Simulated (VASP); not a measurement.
Wanted: the native input for a VASP 6.6.1 run.

- Task: single point
- Functional: PBE
- Potentials or basis: VASP PAW PBE potentials, release 64 (Ca_sv)
- Cutoff: 520 eV
- k mesh: 7 × 7 × 7
- Occupations: fermi-dirac, width 0.05 eV
- Spin: no spin polarisation
- Dipole correction: no
- Further INCAR settings: ALGO = Normal; EDIFF = 1e-06; NBANDS = 11

The structure of Ca lies in POSCAR:

```
Ca
1.0
    0.0000000000      2.7942000000      2.7942000000
    2.7942000000      0.0000000000      2.7942000000
    2.7942000000      2.7942000000      0.0000000000
Ca
1
Direct
    0.0000000000      0.0000000000      0.0000000000
```

The input as run:

INCAR

```
SYSTEM = Ca
  PREC = Accurate
  ENCUT = 520
  EDIFF = 1E-6
  ISMEAR = -1
  SIGMA = 0.05
  LREAL = .False.
  LASPH = .True.
  NELM = 60
  ALGO = Normal
  ISIF = 2
  LWAVE = .False.
  LCHARG = .False.
  GGA = PE
  NBANDS = 11
```

KPOINTS

```
regular mesh
0
Gamma
  7 7 7
  0 0 0
```

Potentials or basis: VASP PAW PBE potentials, release 64 (Ca_sv).

Launch:

```sh
$ cat potpaw_PBE.64/Ca_sv/POTCAR > POTCAR
$ mpirun -np 1 vasp_std > vasp.out
```

Results of the run:

- Pressure: -0.5 GPa
- Band gap on the k mesh: zero (band 5 reaches 1.93 eV, above the bottom of band 6 at 1.76 eV)

Wall time 6.1 s on 1 thread of Intel Xeon 6975P-C, with other jobs on the host, peak memory 0.16 GiB.
